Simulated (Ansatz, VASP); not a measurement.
Two plane-wave programs on HfC

```
Hf C
1.0
     3.45585    0.00000    0.00000
    -1.72793    2.99286    0.00000
     0.00000    0.00000    5.22248
Hf C
2 2
Direct
  0.66667 0.33333 0.75000
  0.33333 0.66667 0.25000
  0.00000 0.00000 0.00000
  0.00000 0.00000 0.50000
```

Alike in both runs: task single point; functional PBE; k mesh 15 × 15 × 8; occupations gaussian, width 0.1 eV; no spin polarisation.

|  | VASP | Ansatz |
| --- | --- | --- |
| version | VASP 6.6.1 | Ansatz 0.2.0 |
| potentials or method | VASP PAW PBE potentials, release 64 (Hf_pv, C), cutoff 520 eV | scalar-relativistic, plane waves, PAW |
| valence electrons in the cell | 28 | 60 |

VASP gave:

| Quantity | Value |
| --- | --- |
| gap on the k mesh at the Fermi level (eV) | none |
| pressure (GPa) | -15.8 |
| traceless stress, the component that is largest in VASP (GPa) | 6.24 |

Problem. Estimate Ansatz's values.

Solution. gap on the k mesh at the Fermi level (eV): none; pressure (GPa): -15.0; traceless stress, the component that is largest in VASP (GPa): 6.20.

A gap of «none» marks a metal or a gap that the smearing closes. VASP's potentials hold 28 valence electrons a cell and Ansatz's 60, so a difference there can come from the potentials and not from the codes.

Neither program's run includes spin-orbit coupling.
